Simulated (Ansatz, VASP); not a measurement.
# WI6 in VASP and in Ansatz

```
CELL_PARAMETERS angstrom
0.00000 5.78444 5.78444
5.78444 0.00000 5.78444
5.78444 5.78444 0.00000
ATOMIC_POSITIONS crystal
W 0.00000 0.00000 0.00000
I 0.76565 0.23435 0.23435
I 0.23435 0.76565 0.76565
I 0.23435 0.76565 0.23435
I 0.76565 0.23435 0.76565
I 0.23435 0.23435 0.76565
I 0.76565 0.76565 0.23435
```

Change from the starting cell: ordered vacancies on the cation sites of rhenium trioxide (Fm-3m, No. 225).

Alike in both runs: functional PBE; k mesh 6 × 6 × 6; occupations gaussian, width 0.01 eV; no spin polarisation.

Ansatz relaxed the structure, and its values are those at the end. VASP's run is a single point on that final structure, the one shown.

|  | VASP | Ansatz |
| --- | --- | --- |
| version | VASP 6.6.1 | Ansatz 0.2.0 |
| potentials or method | VASP PAW PBE potentials, release 64 (W_sv, I), cutoff 520 eV | scalar-relativistic, plane waves, PAW |
| valence electrons in the cell | 56 | 116 |

Ansatz gave:

```
gap on the k mesh at the Fermi level (eV) : 0.18
least direct gap on the mesh (eV)         : 0.19
pressure (GPa)                            : 0.0
rms of the force components (eV/Å)        : 0.004
```

Which values does VASP return?

gap on the k mesh at the Fermi level (eV): 0.19; least direct gap on the mesh (eV): 0.19; pressure (GPa): 0.0; rms of the force components (eV/Å): 0.004.

With one functional, cell and mesh, what is left measures potentials, basis and numerics. VASP's potentials hold 56 valence electrons a cell and Ansatz's 116, so a difference there can come from the potentials and not from the codes.

Spin-orbit coupling is off throughout.
